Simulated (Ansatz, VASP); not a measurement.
# Two plane-wave programs on Al2H

```xyz
6
Lattice="4.3910 0.0000 0.0000 -2.1955 3.8027 0.0000 0.0000 0.0000 6.9075" Properties=species:S:1:pos:R:3 pbc="T T T"
Al    0.0000    0.0000    5.1277
Al    0.0000    0.0000    1.7797
Al    0.0000    2.5351    3.4537
Al    2.1955    1.2676    3.4537
H     0.0000    0.0000    0.0000
H     0.0000    0.0000    3.4537
```

Alike in both runs: functional PBE; k mesh 4 × 4 × 3; occupations gaussian, width 0.2 eV; no spin polarisation.

Ansatz relaxed the structure, and its values are those at the end. VASP's run is a single point on that final structure, the one shown.

```csv
,VASP,Ansatz
version,VASP 6.6.1,Ansatz 0.2.0
potentials or method,"VASP PAW PBE potentials, release 64 (Al, H), cutoff 500 eV","scalar-relativistic, plane waves, PAW"
valence electrons in the cell,14,14
```

```csv
,VASP,Ansatz,Ansatz less VASP
gap on the k mesh at the Fermi level (eV),none,none,-
pressure (GPa),0.1,0.2,+0.06
rms of the force components (eV/Å),0.008,0.008,-0.0003
```

A gap of «none» marks a metal or a gap that the smearing closes.

The k mesh is coarse, so the values compare programs but aren't converged.
